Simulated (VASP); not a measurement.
# SrCoS2 (Cmme) in VASP: a series of runs

Runs on SrCoS2. Level: r2SCAN. Tasks: single point.

Program: VASP 6.6.1. These are calculated values, not measurements. Logs are shortened: lines on timing, memory, paths and dates and some standing lists are left out, and cuts for length are marked.

## (1) The cell of the first run

It takes space group Cmme (No. 67, orthorhombic). Conventional cell: a = 6.330 Å, b = 6.381 Å, c = 8.786 Å, α = 90.00°, β = 90.00°, γ = 90.00°. Sr (site symmetry mm2) has 9 S at 3.06 to 3.48 Å and 5 Co at 3.47 to 3.68 Å within 4.0 Å. Within 3.0 Å of Co (site symmetry mm2) lie 5 S at 2.25 to 2.39 Å. Within 3.0 Å of S (site symmetry mm2) lie 1 Co at 2.25 Å. Within 3.2 Å of S (site symmetry 222) lie 4 Co at 2.39 Å and 4 S at 3.17 to 3.19 Å.

## (2) Single point, r2SCAN

The input, POSCAR:

```
SrCoS2
1.0
    3.1651130000      3.1903210000      0.0000000000
    3.1651130000     -3.1903210000      0.0000000000
    0.0000000000      0.0000000000     -8.7864280000
Sr Co S
2 2 4
Direct
    0.2500000000      0.7500000000      0.8019000000
    0.7500000000      0.2500000000      0.1981000000
    0.2500000000      0.7500000000      0.4068000000
    0.7500000000      0.2500000000      0.5932000000
    0.2500000000      0.7500000000      0.1504000000
    0.7500000000      0.2500000000      0.8496000000
    0.7500000000      0.7500000000      0.5000000000
    0.2500000000      0.2500000000      0.5000000000
```

The input, INCAR.step1:

```
SYSTEM = SrCoS2
PREC = Accurate
ENCUT = 520
ISMEAR = -1
SIGMA = 0.1
LREAL = .False.
LASPH = .True.
NELM = 80
NBANDS = 41
GGA = PE
ALGO = Normal
EDIFF = 1E-4
LWAVE = .True.
LCHARG = .False.
```

The input, INCAR.step2:

```
SYSTEM = SrCoS2
PREC = Accurate
ENCUT = 520
EDIFF = 1E-7
ISMEAR = -1
SIGMA = 0.1
LREAL = .False.
LASPH = .True.
NELM = 80
ALGO = Normal
ISIF = 2
LWAVE = .False.
LCHARG = .False.
METAGGA = R2SCAN
LMIXTAU = .True.
NBANDS = 41
ISTART = 1
```

The input, KPOINTS:

```
regular mesh
0
Gamma
  4 4 2
  0 0 0
```

Potentials or basis: VASP PAW PBE potentials, release 64 (Sr_sv, Co, S).

The run is started by

```bash
$ cat potpaw_PBE.64/Sr_sv/POTCAR potpaw_PBE.64/Co/POTCAR potpaw_PBE.64/S/POTCAR > POTCAR
$ cp INCAR.step1 INCAR
$ mpirun -np 1 vasp_std > vasp.out
$ cp INCAR.step2 INCAR
$ mpirun -np 1 vasp_std > vasp.out
```

OUTCAR:

```text
SYSTEM = SrCoS2
   PREC = Accurate
   ENCUT = 520
   EDIFF = 1E-7
   ISMEAR = -1
   LREAL = .False.
   LASPH = .True.
   NELM = 80
   ISIF = 2
   METAGGA = R2SCAN
   ISTART = 1

 ion  position               nearest neighbor table
   1  0.250  0.750  0.802-   5 3.06   6 3.19   6 3.19   6 3.22   6 3.22   3 3.47   8 3.48   8 3.48
                             7 3.48   7 3.48   4 3.66   4 3.66   4 3.68   4 3.68   2 4.70   2 4.70
   2  0.750  0.250  0.198-   6 3.06   5 3.19   5 3.19   5 3.22   5 3.22   4 3.47   7 3.48   8 3.48
                             8 3.48   7 3.48   3 3.66   3 3.66   3 3.68   3 3.68   1 4.70   1 4.70
   3  0.250  0.750  0.407-   5 2.25   7 2.39   8 2.39   8 2.39   7 2.39   1 3.47   2 3.66   2 3.66
                             2 3.68   2 3.68
   4  0.750  0.250  0.593-   6 2.25   7 2.39   8 2.39   7 2.39   8 2.39   2 3.47   1 3.66   1 3.66
                             1 3.68   1 3.68
   5  0.250  0.750  0.150-   3 2.25   1 3.06   2 3.19   2 3.19   2 3.22   2 3.22
   6  0.750  0.250  0.850-   4 2.25   2 3.06   1 3.19   1 3.19   1 3.22   1 3.22
   7  0.750  0.750  0.500-   3 2.39   4 2.39   4 2.39   3 2.39   2 3.48   1 3.48   1 3.48   2 3.48

   8  0.250  0.250  0.500-   3 2.39   4 2.39   3 2.39   4 2.39   1 3.48   1 3.48   2 3.48   2 3.48

  LATTYP: Found a base centered orthorhombic cell.
 ALAT       =     6.3302260000
 B/A-ratio  =     1.0079643286
 C/A-ratio  =     1.3880117392

  Lattice vectors:

 A1 = (   3.1651130000,   3.1903210000,   0.0000000000)
 A2 = (   3.1651130000,  -3.1903210000,   0.0000000000)
 A3 = (   0.0000000000,   0.0000000000,  -8.7864280000)

Analysis of symmetry for initial positions (statically):
=====================================================================
 Subroutine PRICEL returns:
 Original cell was already a primitive cell.

 Routine SETGRP: Setting up the symmetry group for a
 base centered orthorhombic supercell.

 Subroutine GETGRP returns: Found  8 space group operations
 (whereof  4 operations were pure point group operations)
 out of a pool of  8 trial point group operations.

The static configuration has the point symmetry C_2h.
 The point group associated with its full space group is D_2h.

Analysis of symmetry for dynamics (positions and initial velocities):
=====================================================================
 Subroutine PRICEL returns:
 Original cell was already a primitive cell.

 Routine SETGRP: Setting up the symmetry group for a
 base centered orthorhombic supercell.

 Subroutine GETGRP returns: Found  8 space group operations
 (whereof  4 operations were pure point group operations)
 out of a pool of  8 trial point group operations.

The dynamic configuration has the point symmetry C_2h.
 The point group associated with its full space group is D_2h.

 Subroutine INISYM returns: Found  8 space group operations
 (whereof  4 operations are pure point group operations),
 and found     1 'primitive' translations

----------------------------------------------------------------------------------------

                                     Primitive cell

  volume of cell :     177.4459

  direct lattice vectors                    reciprocal lattice vectors
     3.165113000  3.190321000  0.000000000     0.157972243  0.156724041  0.000000000
     3.165113000 -3.190321000  0.000000000     0.157972243 -0.156724041  0.000000000
     0.000000000  0.000000000 -8.786428000     0.000000000  0.000000000 -0.113811893

  length of vectors
     4.494005828  4.494005828  8.786428000     0.222525627  0.222525627  0.113811893

  position of ions in fractional coordinates (direct lattice)
     0.250000000  0.750000000  0.801900000
     0.750000000  0.250000000  0.198100000
     0.250000000  0.750000000  0.406800000
     0.750000000  0.250000000  0.593200000
     0.250000000  0.750000000  0.150400000
     0.750000000  0.250000000  0.849600000
     0.750000000  0.750000000  0.500000000
     0.250000000  0.250000000  0.500000000

  ion indices of the primitive-cell ions
   primitive index   ion index
                 1           1
                 2           2
                 3           3
                 4           4
                 5           5
                 6           6
                 7           7
                 8           8

----------------------------------------------------------------------------------------

 KPOINTS: regular mesh

Automatic generation of k-mesh.
 Grid dimensions read from file:
 generate k-points for:    4    4    2

 Generating k-lattice:

  Cartesian coordinates                     Fractional coordinates (reciprocal lattice)
     0.039493061  0.039181010  0.000000000     0.250000000  0.000000000  0.000000000
     0.039493061 -0.039181010  0.000000000     0.000000000  0.250000000  0.000000000
     0.000000000  0.000000000 -0.056905946     0.000000000  0.000000000  0.500000000

  Length of vectors
     0.055631407  0.055631407  0.056905946

[... 66 lines left out ...]
   LORBIT       =      0    0 simple, 1 ext, 2 COOP (PROOUT), +10 PAW based schemes
   METAGGA = R2SCAN    functional components
   LHFCALC =     F    Hartree Fock is set to
   AEXX    =    0.0000 exact exchange contribution
   IVDW    =     0    specifies the selected vdW correction
   LEPSILON=     F    determine dielectric tensor
   LRPA    =     F    only Hartree local field effects (RPA)
 non-spin polarized calculation
  energy-cutoff  :      520.00
  volume of cell :      177.45
 maximum number of plane-waves:      4800
 NGX is ok and might be reduce to    36
   NGX = 17   NGY = 17   NGZ = 33

 number of electron      61.9999987 magnetization

 Free energy of the ion-electron system (eV)
  ---------------------------------------------------
  ext. energy  EPLUGINS =         0.00000000
  ---------------------------------------------------
  free energy    TOTEN  =       -98.21022104 eV

  energy without entropy =      -97.99430126  energy(sigma->0) =      -98.10226115

 E-fermi :   4.3221     XC(G=0): -10.0635

 val. band max:        4.3065633992   @ k =   0.2500   0.0000   0.5000
 cond. band min:       4.3323704547   @ k =   0.5000   0.0000   0.0000
 fundamental gap:      0.0258070556
 Fermi energy:         4.3221316136

 k-point     1 :       0.0000    0.0000    0.0000
  band No.  band energies     occupation
      1     -32.4312      2.00000
      2     -32.4284      2.00000
      3     -13.9019      2.00000
      4     -13.8148      2.00000
      5     -13.7738      2.00000
      6     -13.7709      2.00000
[... 33 lines left out ...]
     40       8.6015      0.00000
     41       8.7217      0.00000

 k-point     2 :       0.2500    0.0000    0.0000
  band No.  band energies     occupation
      1     -32.4295      2.00000
      2     -32.4275      2.00000
      3     -13.8847      2.00000
      4     -13.8436      2.00000
      5     -13.8120      2.00000
      6     -13.8010      2.00000
[... 33 lines left out ...]
     40       8.8949      0.00000
     41       9.1770      0.00000

 k-point     3 :       0.5000    0.0000    0.0000
  band No.  band energies     occupation
      1     -32.4272      2.00000
      2     -32.4272      2.00000
      3     -13.8906      2.00000
      4     -13.8906      2.00000
      5     -13.8257      2.00000
      6     -13.8257      2.00000
[... 33 lines left out ...]
     40       9.4284      0.00000
     41       9.8645      0.00000

 k-point     4 :       0.2500    0.2500    0.0000
  band No.  band energies     occupation
      1     -32.4280      2.00000
      2     -32.4266      2.00000
      3     -13.8690      2.00000
      4     -13.8396      2.00000
      5     -13.8130      2.00000
      6     -13.8099      2.00000
[... 385 lines left out ...]
     40       9.3692      0.00000
     41      10.0781      0.00000

 k-point    13 :      -0.2500    0.2500    0.5000
  band No.  band energies     occupation
      1     -32.4280      2.00000
      2     -32.4266      2.00000
      3     -13.8643      2.00000
      4     -13.8594      2.00000
      5     -13.8027      2.00000
      6     -13.8023      2.00000
[... 33 lines left out ...]
     40       9.0296      0.00000
     41       9.1598      0.00000

 k-point    14 :       0.5000    0.5000    0.5000
  band No.  band energies     occupation
      1     -32.4248      2.00000
      2     -32.4248      2.00000
      3     -13.8393      2.00000
      4     -13.8351      2.00000
      5     -13.8297      2.00000
      6     -13.8282      2.00000
[... 33 lines left out ...]
     40       8.9178      0.00000
     41       9.6102      0.00000

------------------------ aborting loop because EDIFF is reached ----------------------------------------

  FORCE on cell =-STRESS in cart. coord.  units (eV):
  Direction    XX          YY          ZZ          XY          YZ          ZX
  --------------------------------------------------------------------------------------
  -------------------------------------------------------------------------------------
  Total      -11.1987082    -11.8962949     -5.2668235      0.0000000     -0.0000000      0.0000000
  in kB     -101.1142948   -107.4128772    -47.5546947      0.0000000     -0.0000000      0.0000000
  external PRESSURE =     -85.3606222 kB  Pullay stress =       0.0000000 kB

 VOLUME and BASIS-vectors are now :
 -----------------------------------------------------------------------------
  energy-cutoff  :      520.00
  volume of cell :      177.45
      direct lattice vectors                 reciprocal lattice vectors
     3.165113000  3.190321000  0.000000000     0.157972243  0.156724041  0.000000000
     3.165113000 -3.190321000  0.000000000     0.157972243 -0.156724041  0.000000000
     0.000000000  0.000000000 -8.786428000     0.000000000  0.000000000 -0.113811893

 POSITION                                       TOTAL-FORCE (eV/Angst)
 -----------------------------------------------------------------------------------
      3.16511     -1.59516     -7.04584        -0.000000     -0.000000     -0.107218
      3.16511      1.59516     -1.74059        -0.000000     -0.000000      0.107218
      3.16511     -1.59516     -3.57432         0.000000     -0.000000     -0.556748
      3.16511      1.59516     -5.21211         0.000000     -0.000000      0.556748
      3.16511     -1.59516     -1.32148        -0.000000     -0.000000     -0.259488
      3.16511      1.59516     -7.46495        -0.000000     -0.000000      0.259488
      4.74767      0.00000     -4.39321        -0.000000      0.000000      0.000000
      1.58256      0.00000     -4.39321        -0.000000      0.000000      0.000000
 -----------------------------------------------------------------------------------
    total drift:                                0.000000     -0.000000     -0.000000

  FREE ENERGIE OF THE ION-ELECTRON SYSTEM (eV)
  ---------------------------------------------------
  free  energy   TOTEN  =       -98.2102210379 eV

  energy  without entropy=      -97.9943012604  energy(sigma->0) =      -98.10226115
```

Run time: 14 min. Hardware: 1 thread of Oxide Virtual Turin-like, shared host; peak memory 0.34 GiB.

Results:

```yaml
Free_energy: -98.2102 eV
Pressure: -8.5 GPa
Largest_force: 0.557 eV/Å
Band_gap_on_the_k_mesh: zero (band 31 reaches 4.61 eV, above the bottom of band 32 at 3.74 eV)
```

Forces on the atoms (eV/Å):
```
Sr   0.000  0.000 -0.107
Sr   0.000  0.000  0.107
Co   0.000  0.000 -0.557
Co   0.000  0.000  0.557
S    0.000  0.000 -0.259
S    0.000  0.000  0.259
S    0.000  0.000  0.000
S    0.000  0.000  0.000
```

Caveat: the PAW data sets were made with another functional, which shifts forces and pressure a little; the run has no spin polarisation, though such a crystal can be magnetic. With open d or f shells a metallic result of r2SCAN can be an artefact of self-interaction; +U or a hybrid may open a gap.

## (3) Single point, r2SCAN

POSCAR is that of step 2.

The input, INCAR.step1:

```
PREC     = Accurate       # precision mode
ENCUT    = 520            # plane-wave cutoff, eV
ISMEAR   = -1             # smearing method
SIGMA    = 0.1            # smearing width, eV
LREAL    = False          # projectors in reciprocal space
LASPH    = True           # aspherical terms in the spheres
NELM     = 80             # most SCF steps
NBANDS   = 41             # bands
GGA      = PE             # functional
ALGO     = Normal         # electronic algorithm
EDIFF    = 1E-4           # SCF threshold, eV
LWAVE    = True           # write WAVECAR
LCHARG   = False          # write CHGCAR
```

The input, INCAR.step2:

```
PREC     = Accurate       # precision mode
ENCUT    = 520            # plane-wave cutoff, eV
EDIFF    = 1E-6           # SCF threshold, eV
ISMEAR   = -1             # smearing method
SIGMA    = 0.1            # smearing width, eV
LREAL    = False          # projectors in reciprocal space
LASPH    = True           # aspherical terms in the spheres
NELM     = 80             # most SCF steps
ALGO     = Normal         # electronic algorithm
ISIF     = 2              # what is computed and relaxed
LWAVE    = False          # write WAVECAR
LCHARG   = False          # write CHGCAR
METAGGA  = R2SCAN         # meta-GGA
LMIXTAU  = True         
NBANDS   = 41             # bands
ISTART   = 1
```

The input, KPOINTS:

```
Automatic mesh
0
Gamma
  4 4 2
```

Potentials or basis: VASP PAW PBE potentials, release 64 (Sr_sv, Co, S).

The run is started by

```bash
$ cat potpaw_PBE.64/Sr_sv/POTCAR potpaw_PBE.64/Co/POTCAR potpaw_PBE.64/S/POTCAR > POTCAR
$ cp INCAR.step1 INCAR
$ mpirun -np 1 vasp_std > vasp.out
$ cp INCAR.step2 INCAR
$ mpirun -np 1 vasp_std > vasp.out
```

Wall time 11 min (1 thread of Oxide Virtual Turin-like, shared host); peak memory 0.34 GiB.

It converged, with:

```
Free energy            : -98.2102 eV
Pressure               : -8.6 GPa
Largest force          : 0.557 eV/Å
Band gap on the k mesh : zero (band 31 reaches 4.61 eV, above the bottom of band 32 at 3.74 eV)
```

Forces in eV/Å, atoms in the order of the input:
```
Sr   0.000  0.000 -0.107
Sr   0.000  0.000  0.107
Co   0.000  0.000 -0.557
Co   0.000  0.000  0.557
S    0.000  0.000 -0.259
S    0.000  0.000  0.259
S    0.000  0.000  0.000
S    0.000  0.000  0.000
```

Stress tensor (GPa, compression positive):
```
-10.13   0.00   0.00
  0.00 -10.76   0.00
  0.00   0.00  -4.77
```

Levels at points of the mesh, in eV from the Fermi level:
```
           k point  band 28  band 29  band 30  band 31  band 32  band 33  band 34  band 35
(0.00, 0.00, 0.00)    -0.33    -0.32    -0.08     0.29     0.31     0.40     1.02     1.86
(0.50, 0.00, 0.00)    -0.94    -0.45    -0.45     0.01     0.01     0.54     0.54     4.35
(0.50, 0.50, 0.00)    -1.03    -0.79    -0.77    -0.58    -0.58     1.96     1.96     3.32
(0.00, 0.00, 0.50)    -0.08    -0.03    -0.02     0.10     0.11     0.38     0.76     2.02
(0.50, 0.00, 0.50)    -0.97    -0.23    -0.23     0.03     0.03     0.53     0.53     4.55
(0.50, 0.50, 0.50)    -0.99    -0.63    -0.63    -0.43    -0.42     1.96     1.96     4.01
```

Caveat: the PAW data sets were made with another functional, which shifts forces and pressure a little; the run has no spin polarisation, though such a crystal can be magnetic. Spin polarisation is off, so any magnetic state and its effect on volume and gap are missing.

## (4) Single point, r2SCAN

POSCAR is that of step 3.

The input, INCAR.step1:

```
PREC = Accurate
ENCUT = 520
ISMEAR = 1
SIGMA = 0.05
LREAL = F
LASPH = T
NELM = 60
NBANDS = 41
GGA = PE
ALGO = Normal
EDIFF = 1E-4
LWAVE = T
LCHARG = F
```

The input, INCAR.step2:

```
PREC = Accurate
ENCUT = 520
EDIFF = 1E-6
ISMEAR = 1
SIGMA = 0.05
LREAL = F
LASPH = T
NELM = 60
ALGO = Normal
ISIF = 2
LWAVE = F
LCHARG = F
METAGGA = R2SCAN
LMIXTAU = T
NBANDS = 41
ISTART = 1
```

KPOINTS is that of step 3.

The run is started by

```bash
$ cat potpaw_PBE.64/Sr_sv/POTCAR potpaw_PBE.64/Co/POTCAR potpaw_PBE.64/S/POTCAR > POTCAR
$ cp INCAR.step1 INCAR
$ mpirun -np 1 vasp_std > vasp.out
$ cp INCAR.step2 INCAR
$ mpirun -np 1 vasp_std > vasp.out
```

Run time: 9.9 min. Hardware: 1 thread of Oxide Virtual Turin-like, shared host; peak memory 0.34 GiB.

It converged, with:

* Free energy: -98.0869 eV
* Pressure: -8.7 GPa
* Largest force: 0.304 eV/Å
* Band gap on the k mesh: zero (band 31 reaches 4.63 eV, above the bottom of band 32 at 3.77 eV)

Forces in eV/Å, atoms in the order of the input:
```
Sr   0.000  0.000 -0.062
Sr   0.000  0.000  0.062
Co   0.000  0.000 -0.304
Co   0.000  0.000  0.304
S    0.000  0.000 -0.283
S    0.000  0.000  0.283
S    0.000  0.000  0.000
S    0.000  0.000  0.000
```

Stress tensor (GPa, compression positive):
```
-10.52   0.00   0.00
  0.00 -11.16   0.00
  0.00   0.00  -4.52
```

Levels at points of the mesh, in eV from the Fermi level:
| k point | band 28 | band 29 | band 30 | band 31 | band 32 | band 33 | band 34 | band 35 |
| --- | --- | --- | --- | --- | --- | --- | --- | --- |
| (0.00, 0.00, 0.00) | -0.31 | -0.30 | -0.07 | 0.30 | 0.32 | 0.41 | 1.00 | 1.86 |
| (0.50, 0.00, 0.00) | -0.91 | -0.46 | -0.46 | 0.03 | 0.03 | 0.54 | 0.54 | 4.34 |
| (0.50, 0.50, 0.00) | -1.01 | -0.76 | -0.75 | -0.57 | -0.57 | 1.96 | 1.96 | 3.32 |
| (0.00, 0.00, 0.50) | -0.07 | -0.01 | 0.00 | 0.11 | 0.12 | 0.39 | 0.74 | 2.03 |
| (0.50, 0.00, 0.50) | -0.94 | -0.23 | -0.23 | 0.05 | 0.05 | 0.53 | 0.53 | 4.53 |
| (0.50, 0.50, 0.50) | -0.95 | -0.61 | -0.61 | -0.42 | -0.41 | 1.96 | 1.96 | 4.00 |

Caveat: the PAW data sets were made with another functional, which shifts forces and pressure a little; the run has no spin polarisation, though such a crystal can be magnetic. With open d or f shells a metallic result of r2SCAN can be an artefact of self-interaction; +U or a hybrid may open a gap.
